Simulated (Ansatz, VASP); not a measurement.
One calculation of TaH4, two programs

```
CELL_PARAMETERS angstrom
2.46516 -1.44435 0.02269
2.46615 1.44597 0.02876
1.93085 0.03918 18.75919
ATOMIC_POSITIONS crystal
Ta 0.99894 0.99846 0.49847
Ta 0.48272 0.52274 0.99938
H 0.68566 0.68192 0.26397
H 0.21008 0.16088 0.76449
H 0.35836 0.36076 0.43799
H 0.84199 0.88537 0.93897
H 0.12371 0.16065 0.05978
H 0.63912 0.63581 0.55890
H 0.82912 0.80367 0.24031
H 0.33029 0.28975 0.73774
```

Change from the starting cell: cell x2, atoms moved at random (sigma 0.05 Å) and cell strained at random (1.5 %), then relaxed without symmetry.

Alike in both runs: functional PBE; k mesh 8 × 8 × 2; occupations gaussian, width 0.2 eV; no spin polarisation.

Ansatz relaxed the structure, and its values are those at the end. VASP's run is a single point on that final structure, the one shown.

```csv
,VASP,Ansatz
version,VASP 6.6.1,Ansatz 0.2.0
potentials or method,"VASP PAW PBE potentials, release 64 (Ta_pv, H), cutoff 520 eV","scalar-relativistic, plane waves, PAW"
valence electrons in the cell,30,34
```

```csv
,VASP,Ansatz,Ansatz less VASP
gap on the k mesh at the Fermi level (eV),none,none,-
pressure (GPa),-0.1,0.0,+0.07
rms of the force components (eV/Å),0.012,0.007,-0.0049
```

A gap of «none» marks a metal or a gap that the smearing closes. VASP's potentials hold 30 valence electrons a cell and Ansatz's 34, so a difference there can come from the potentials and not from the codes.

Spin-orbit coupling is off throughout.
